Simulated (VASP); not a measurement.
**Ir: single point with LDA**

Ir:

```xyz
1
Lattice="0.0000 1.8263 1.8263 1.8263 0.0000 1.8263 1.8263 1.8263 0.0000" Properties=species:S:1:pos:R:3 pbc="T T T"
Ir    0.0000    0.0000    0.0000
```

This cell differs from its parent crystal: volume scaled by 0.88.

| Property | Result |
| --- | --- |
| Program | VASP 6.6.1 |
| Task | single point |
| Functional | LDA |
| Potentials or basis | VASP PAW LDA potentials, release 64 (Ir) |
| Cutoff | 520 eV |
| k mesh | 17 × 17 × 17 |
| Occupations | fermi-dirac, width 0.1 eV |
| Spin | no spin polarisation |

The pressure is 75.7 GPa.

Levels at points of the mesh, in eV from the Fermi level:
| k point | band 1 | band 2 | band 3 | band 4 | band 5 | band 6 | band 7 | band 8 | band 9 |
| --- | --- | --- | --- | --- | --- | --- | --- | --- | --- |
| (0.00, 0.00, 0.00) | -12.69 | -4.83 | -4.83 | -4.83 | -1.39 | -1.39 | 14.00 | 20.47 | 20.47 |

It took 21 s on 1 thread of Intel Xeon 8259CL (shared host), peak memory 0.14 GiB.

Caveat: spin-orbit coupling is left out, which moves the levels of the heavy elements.
